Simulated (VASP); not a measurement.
A run of VASP 6.6.1:

The input INCAR:

```
SYSTEM = BN
  PREC = Accurate
  ENCUT = 520
  EDIFF = 1E-6
  ISMEAR = 0
  SIGMA = 0.05
  LREAL = .FALSE.
  LASPH = .TRUE.
  NELM = 60
  ALGO = Normal
  ISIF = 2
  LWAVE = .FALSE.
  LCHARG = .FALSE.
  GGA = PE
  NBANDS = 16
```

Contents of KPOINTS:

```
regular mesh
0
G
  12 12 4
  0 0 0
```

The input POSCAR:

```
BN
1.0
    2.5121751215      0.0000000000      0.0000000000
   -1.2560875608      2.1756074740      0.0000000000
    0.0000000000      0.0000000000      8.3436910039
B N
2 2
Direct
    0.1557414032      0.5366603508      0.2500000000
    0.6666666667      0.3333333333      0.7500000000
    0.3333333333      0.6666666667      0.7500000000
    0.6666666667      0.3333333333      0.2500000000
```

Potentials or basis: VASP PAW PBE potentials, release 64 (B, N).

The run is started by

```sh
$ cat potpaw_PBE.64/B/POTCAR potpaw_PBE.64/N/POTCAR > POTCAR
$ mpirun -np 1 vasp_std > vasp.out
```

Hardware: 1 thread of AMD EPYC 9R14 (Zen 4), on a shared host.

Task: Estimate the wall time of this run.

Result: Wall time 91 s on 1 thread of AMD EPYC 9R14 (Zen 4), on a shared host, peak memory 0.23 GiB. Counts: scf iterations 15, k points 222.
